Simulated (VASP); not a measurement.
Wanted: the native input for a VASP 6.6.1 run.

```
Task                   : single point
Functional             : PBEsol
Potentials or basis    : VASP PAW PBE potentials, release 64 (Zn, Se)
Cutoff                 : 520 eV
k mesh                 : 6 × 6 × 6
Occupations            : gaussian, width 0.05 eV
Spin                   : no spin polarisation
Dipole correction      : no
Further INCAR settings : ALGO = Normal; EDIFF = 1e-06; NBANDS = 60
```

The structure of ZnSe2 lies in POSCAR:

```
ZnSe2
1.0
    5.9930540272      0.0000000000      0.0000000000
    0.0000000000      5.9930540272      0.0000000000
    0.0000000000      0.0000000000      6.7613635535
Zn Se
4 8
Direct
    0.5000000000      0.5000000000      0.0000000000
    0.5000000000      0.0000000000      0.5000000000
    0.0000000000      0.5000000000      0.5000000000
    0.0000000000      0.0000000000      0.0000000000
    0.1099579274      0.8900420726      0.3900420726
    0.8900420726      0.3900420726      0.1099579274
    0.3900420726      0.1099579274      0.8900420726
    0.6099579274      0.6099579274      0.6099579274
    0.8900420726      0.1099579274      0.6099579274
    0.1099579274      0.6099579274      0.8900420726
    0.6099579274      0.8900420726      0.1099579274
    0.3900420726      0.3900420726      0.3900420726
```

These files were run (other wordings do the same):

INCAR

```
SYSTEM = ZnSe2
  PREC = Accurate
  ENCUT = 520
  EDIFF = 1E-6
  ISMEAR = 0
  SIGMA = 0.05
  LREAL = .FALSE.
  LASPH = .TRUE.
  NELM = 60
  ALGO = Normal
  ISIF = 2
  LWAVE = .FALSE.
  LCHARG = .TRUE.
  GGA = PS
  LELF = .TRUE.
  LVHAR = .TRUE.
  NBANDS = 60
```

KPOINTS

```
Automatic mesh
0
G
  6 6 6
  0 0 0
```

Potentials or basis: VASP PAW PBE potentials, release 64 (Zn, Se).

Run with:

```bash
$ cat potpaw_PBE.64/Zn/POTCAR potpaw_PBE.64/Se/POTCAR > POTCAR
$ mpirun -np 1 vasp_std > vasp.out
```

It gave:

```json
{
  "Pressure": "1.4 GPa",
  "Largest force": "0.122 eV/Å",
  "Band gap on the k mesh": "0.34 eV (least direct gap 0.48 eV)"
}
```

Caveat: the stress differs along the axes, from -2 to 3 GPa; the PAW data sets were made with another functional, which shifts forces and pressure a little.

Wall time 8.2 min on 1 thread of Intel(R) Xeon(R) 6975P-C (Granite Rapids) (shared host), peak memory 0.77 GiB.
